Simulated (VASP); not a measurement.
# KI (Fm-3m) in VASP: notebook, part 2 of 2

VASP 6.6.1. The steps go on from the part before.

## Step 4: Electric field gradients, PBE (44.66 Å³/atom)

This run uses another cell than the first one, of 44.66 Å³/atom.

INCAR reads:

```
SYSTEM = KI
PREC = Accurate
ENCUT = 400
EDIFF = 1E-8
ISMEAR = -1
SIGMA = 0.02
LREAL = .FALSE.
LASPH = .TRUE.
NELM = 120
ALGO = Normal
ISIF = 2
LWAVE = .FALSE.
LCHARG = .FALSE.
GGA = PE
LEFG = .TRUE.
NBANDS = 15
GGA_COMPAT = .FALSE.
```

KPOINTS reads:

```
Automatic mesh
0
G
  6 6 6
  0 0 0
```

POSCAR reads:

```
KI
1.0
    0.0000000000      3.5478920710      3.5478920710
    3.5478920710      0.0000000000      3.5478920710
    3.5478920710      3.5478920710      0.0000000000
K I
1 1
Direct
    0.0000000000      0.0000000000      0.0000000000
    0.5000000000      0.5000000000      0.5000000000
```

Potentials or basis: VASP PAW PBE potentials, release 64 (K_sv, I).

The run is started by

```sh
$ cat potpaw_PBE.64/K_sv/POTCAR potpaw_PBE.64/I/POTCAR > POTCAR
$ mpirun -np 1 vasp_std > vasp.out
```

OUTCAR:

```text
SYSTEM = KI
   PREC = Accurate
   ENCUT = 400
   EDIFF = 1E-8
   ISMEAR = -1
   LREAL = .FALSE.
   LASPH = .TRUE.
   NELM = 120
   ISIF = 2
   GGA = PE

 ion  position               nearest neighbor table
   1  0.000  0.000  0.000-   2 3.55   2 3.55   2 3.55   2 3.55   2 3.55   2 3.55
   2  0.500  0.500  0.500-   1 3.55   1 3.55   1 3.55   1 3.55   1 3.55   1 3.55

  LATTYP: Found a face centered cubic cell.
 ALAT       =     7.0957841420

  Lattice vectors:

 A1 = (   0.0000000000,   3.5478920710,   3.5478920710)
 A2 = (   3.5478920710,   0.0000000000,   3.5478920710)
 A3 = (   3.5478920710,   3.5478920710,   0.0000000000)

Analysis of symmetry for initial positions (statically):
=====================================================================
 Subroutine PRICEL returns:
 Original cell was already a primitive cell.

 Routine SETGRP: Setting up the symmetry group for a
 face centered cubic supercell.

[... 466 lines left out ...]
      direct lattice vectors                 reciprocal lattice vectors
     0.000000000  3.547892071  3.547892071    -0.140928751  0.140928751  0.140928751
     3.547892071  0.000000000  3.547892071     0.140928751 -0.140928751  0.140928751
     3.547892071  3.547892071  0.000000000     0.140928751  0.140928751 -0.140928751

 POSITION                                       TOTAL-FORCE (eV/Angst)
 -----------------------------------------------------------------------------------
      0.00000      0.00000      0.00000         0.000000      0.000000     -0.000000
      3.54789      3.54789      3.54789        -0.000000     -0.000000      0.000000
 -----------------------------------------------------------------------------------
    total drift:                                0.000000      0.000000      0.000000

  FREE ENERGIE OF THE ION-ELECTRON SYSTEM (eV)
  ---------------------------------------------------
  free  energy   TOTEN  =        -5.5600902343 eV

  energy  without entropy=       -5.5600902343  energy(sigma->0) =       -5.56009023

 Electric field gradients (V/A^2)
---------------------------------------------------------------------
 ion       V_xx      V_yy      V_zz      V_xy      V_xz      V_yz
---------------------------------------------------------------------
   1       0.000     0.000    -0.000    -0.000    -0.000    -0.000
   2      -0.000    -0.000     0.000    -0.000    -0.000    -0.000
---------------------------------------------------------------------

 Electric field gradients after diagonalization (V/A^2)
 (convention: |V_zz| > |V_xx| > |V_yy|)
----------------------------------------------------------------------
 ion       V_xx      V_yy      V_zz     asymmetry (V_yy - V_xx)/ V_zz
----------------------------------------------------------------------
   1       0.000     0.000    -0.001       0.000
   2       0.000     0.000    -0.000       0.000
----------------------------------------------------------------------

           NMR quadrupolar parameters

 Cq : quadrupolar parameter    Cq=e*Q*V_zz/h
 eta: asymmetry parameters     (V_yy - V_xx)/ V_zz
 Q  : nuclear electric quadrupole moment in mb (millibarn)
----------------------------------------------------------------------
 ion       Cq(MHz)       eta       Q (mb)
----------------------------------------------------------------------
   1      -0.000       0.000       1.000
   2      -0.000       0.000       1.000
----------------------------------------------------------------------
```

stdout:

```text
POSCAR found type information on POSCAR K I
 POSCAR found :  2 types and       2 ions
 scaLAPACK will be used
 LDA part: xc-table for (Slater+PW92), standard interpolation
 POSCAR, INCAR and KPOINTS ok, starting setup
 FFT: planning ... GRIDC
 FFT: planning ... GRID_SOFT
 FFT: planning ... GRID
 WAVECAR not read
 entering main loop
ion   1

ion   2
```

Run time: 27 s. Hardware: 1 thread of Intel Xeon Platinum 8488C (Sapphire Rapids), shared host; peak memory 0.21 GiB.

Results:

| Item | Value |
| --- | --- |
| Free energy | -5.5601 eV |
| Pressure | 0.4 GPa |
| Band gap on the k mesh | 3.93 eV |
| Largest electric field gradient by atom | zero within the noise of the run |

Caveat: spin-orbit coupling is left out, which moves the levels of the heavy elements.

## Step 5: Electric field gradients, PBE (46.41 Å³/atom)

This run uses another cell than the first one, of 46.41 Å³/atom.

INCAR reads:

```
SYSTEM = KI
PREC = Accurate
ENCUT = 400
EDIFF = 1E-8
ISMEAR = -1
SIGMA = 0.02
LREAL = .False.
LASPH = .True.
NELM = 120
ALGO = Normal
ISIF = 2
LWAVE = .False.
LCHARG = .False.
GGA = PE
LEFG = .True.
NBANDS = 15
GGA_COMPAT = .False.
```

KPOINTS reads:

```
Automatic mesh
0
Gamma
  6 6 6
  0 0 0
```

POSCAR reads:

```
KI
1.0
    0.0000000000      3.5936763733      3.5936763733
    3.5936763733      0.0000000000      3.5936763733
    3.5936763733      3.5936763733      0.0000000000
K I
1 1
Direct
    0.0000000000      0.0000000000      0.0000000000
    0.5000000000      0.5000000000      0.5000000000
```

Potentials or basis: VASP PAW PBE potentials, release 64 (K_sv, I).

The run is started by

```sh
$ cat potpaw_PBE.64/K_sv/POTCAR potpaw_PBE.64/I/POTCAR > POTCAR
$ mpirun -np 1 vasp_std > vasp.out
```

OUTCAR:

```text
SYSTEM = KI
   PREC = Accurate
   ENCUT = 400
   EDIFF = 1E-8
   ISMEAR = -1
   LREAL = .False.
   LASPH = .True.
   NELM = 120
   ISIF = 2
   GGA = PE

 ion  position               nearest neighbor table
   1  0.000  0.000  0.000-   2 3.59   2 3.59   2 3.59   2 3.59   2 3.59   2 3.59
   2  0.500  0.500  0.500-   1 3.59   1 3.59   1 3.59   1 3.59   1 3.59   1 3.59

  LATTYP: Found a face centered cubic cell.
 ALAT       =     7.1873527466

  Lattice vectors:

 A1 = (   0.0000000000,   3.5936763733,   3.5936763733)
 A2 = (   3.5936763733,   0.0000000000,   3.5936763733)
 A3 = (   3.5936763733,   3.5936763733,   0.0000000000)

Analysis of symmetry for initial positions (statically):
=====================================================================
 Subroutine PRICEL returns:
 Original cell was already a primitive cell.

 Routine SETGRP: Setting up the symmetry group for a
 face centered cubic supercell.

 Subroutine GETGRP returns: Found 48 space group operations
 (whereof 48 operations were pure point group operations)
 out of a pool of 48 trial point group operations.

The static configuration has the point symmetry O_h .

Analysis of symmetry for dynamics (positions and initial velocities):
=====================================================================
 Subroutine PRICEL returns:
 Original cell was already a primitive cell.

 Routine SETGRP: Setting up the symmetry group for a
 face centered cubic supercell.

 Subroutine GETGRP returns: Found 48 space group operations
 (whereof 48 operations were pure point group operations)
 out of a pool of 48 trial point group operations.

[... 422 lines left out ...]
      5     -10.9457      2.00000
      6      -1.4727      2.00000
      7      -1.1872      2.00000
      8      -1.1641      2.00000
      9       5.0212      0.00000
     10       5.5783      0.00000
     11       6.6404      0.00000
     12       7.4678      0.00000
     13       7.7743      0.00000
     14       8.8371      0.00000
     15       9.1980      0.00000

------------------------ aborting loop because EDIFF is reached ----------------------------------------

  FORCE on cell =-STRESS in cart. coord.  units (eV):
  Direction    XX          YY          ZZ          XY          YZ          ZX
  --------------------------------------------------------------------------------------
  -------------------------------------------------------------------------------------
  Total       -0.0018562     -0.0018562     -0.0018562     -0.0000000      0.0000000      0.0000000
  in kB       -0.0320404     -0.0320404     -0.0320404     -0.0000000      0.0000000      0.0000000
  external PRESSURE =      -0.0320404 kB  Pullay stress =       0.0000000 kB

 VOLUME and BASIS-vectors are now :
 -----------------------------------------------------------------------------
  energy-cutoff  :      400.00
  volume of cell :       92.82
      direct lattice vectors                 reciprocal lattice vectors
     0.000000000  3.593676373  3.593676373    -0.139133285  0.139133285  0.139133285
     3.593676373  0.000000000  3.593676373     0.139133285 -0.139133285  0.139133285
     3.593676373  3.593676373  0.000000000     0.139133285  0.139133285 -0.139133285

 POSITION                                       TOTAL-FORCE (eV/Angst)
 -----------------------------------------------------------------------------------
      0.00000      0.00000      0.00000         0.000000     -0.000000      0.000000
      3.59368      3.59368      3.59368         0.000000      0.000000     -0.000000
 -----------------------------------------------------------------------------------
    total drift:                                0.000000      0.000000      0.000000

  FREE ENERGIE OF THE ION-ELECTRON SYSTEM (eV)
  ---------------------------------------------------
  free  energy   TOTEN  =        -5.5650284790 eV

  energy  without entropy=       -5.5650284790  energy(sigma->0) =       -5.56502848

 Electric field gradients (V/A^2)
---------------------------------------------------------------------
 ion       V_xx      V_yy      V_zz      V_xy      V_xz      V_yz
---------------------------------------------------------------------
   1       0.000     0.000    -0.000    -0.001    -0.001    -0.001
   2       0.000    -0.000    -0.000    -0.000    -0.000    -0.000
---------------------------------------------------------------------

 Electric field gradients after diagonalization (V/A^2)
 (convention: |V_zz| > |V_xx| > |V_yy|)
----------------------------------------------------------------------
 ion       V_xx      V_yy      V_zz     asymmetry (V_yy - V_xx)/ V_zz
----------------------------------------------------------------------
   1       0.001     0.001    -0.001       0.000
   2       0.000     0.000    -0.001       0.000
----------------------------------------------------------------------

           NMR quadrupolar parameters

 Cq : quadrupolar parameter    Cq=e*Q*V_zz/h
 eta: asymmetry parameters     (V_yy - V_xx)/ V_zz
 Q  : nuclear electric quadrupole moment in mb (millibarn)
----------------------------------------------------------------------
 ion       Cq(MHz)       eta       Q (mb)
----------------------------------------------------------------------
   1      -0.000       0.000       1.000
   2      -0.000       0.000       1.000
----------------------------------------------------------------------
```

OSZICAR:

```text
N       E                     dE             d eps       ncg     rms          rms(c)
DAV:   1     0.772085557364E+02    0.77209E+02   -0.54336E+03   480   0.728E+02
DAV:   2    -0.835123569566E+00   -0.78044E+02   -0.73029E+02   634   0.187E+02
DAV:   3    -0.546698418584E+01   -0.46319E+01   -0.46146E+01   672   0.411E+01
DAV:   4    -0.565328301191E+01   -0.18630E+00   -0.18626E+00   756   0.777E+00
DAV:   5    -0.565547138291E+01   -0.21884E-02   -0.21883E-02   678   0.900E-01    0.280E+00
DAV:   6    -0.556417997746E+01    0.91291E-01   -0.10305E-01   599   0.177E+00    0.202E+00
DAV:   7    -0.555836318257E+01    0.58168E-02   -0.11594E-01   655   0.162E+00    0.783E-01
DAV:   8    -0.556430822752E+01   -0.59450E-02   -0.11971E-02   531   0.670E-01    0.127E-01
DAV:   9    -0.556486685146E+01   -0.55862E-03   -0.10711E-03   655   0.181E-01    0.825E-02
DAV:  10    -0.556497232329E+01   -0.10547E-03   -0.11880E-04   579   0.558E-02    0.229E-02
DAV:  11    -0.556502807998E+01   -0.55757E-04   -0.68345E-05   550   0.472E-02    0.168E-02
DAV:  12    -0.556502809442E+01   -0.14443E-07   -0.23808E-06   641   0.114E-02    0.109E-02
DAV:  13    -0.556502833072E+01   -0.23631E-06   -0.88460E-07   585   0.490E-03    0.233E-03
DAV:  14    -0.556502848694E+01   -0.15622E-06   -0.24942E-07   606   0.245E-03    0.177E-03
DAV:  15    -0.556502847902E+01    0.79272E-08   -0.81835E-09   537   0.590E-04
   1 F= -.55650285E+01 E0= -.55650285E+01  d E =-.399098E-10
```

Wall time 21 s (1 thread of Intel Xeon Platinum 8488C (Sapphire Rapids), shared host); peak memory 0.2 GiB.

What came out:

```
Free energy                             : -5.5650 eV
Pressure                                : 0.0 GPa
Band gap on the k mesh                  : 3.85 eV
Largest electric field gradient by atom : zero within the noise of the run
```

Levels at points of the mesh, in eV from the valence-band top:
| k point | band 6 | band 7 | band 8 | band 9 | band 10 | band 11 |
| --- | --- | --- | --- | --- | --- | --- |
| (0.00, 0.00, 0.00) | 0.00 | 0.00 | 0.00 | 3.85 | 6.51 | 6.51 |
| (0.50, 0.00, 0.00) | -1.21 | -0.30 | -0.30 | 5.47 | 7.55 | 8.04 |
| (0.50, 0.50, 0.00) | -0.92 | -0.34 | -0.34 | 5.01 | 5.65 | 8.04 |

Caveat: spin-orbit coupling is left out, which moves the levels of the heavy elements.

## Step 6: Overview

| cell | gap on the mesh (eV) | pressure (GPa) |
| --- | --- | --- |
| a = 4.884 Å, angles 60.0°, 2 atoms | 4.13 | 1.7 |
| a = 4.951 Å, angles 60.0°, 2 atoms | 4.03 | 1.0 |
| a = 5.017 Å, angles 60.0°, 2 atoms | 3.93 | 0.4 |
| a = 5.082 Å, angles 60.0°, 2 atoms | 3.85 | 0.0 |

Alike in all rows: task electric field gradients; level PBE; potentials or basis VASP PAW PBE potentials, release 64 (K_sv, I); no spin polarisation; k mesh 6 × 6 × 6; cutoff (eV) 400; smearing fermi-dirac 0.02 eV.

Caveats: spin-orbit coupling is left out, which moves the levels of the heavy elements.

Total energies depend on the potentials used, so only differences within one code and one set of settings carry meaning.
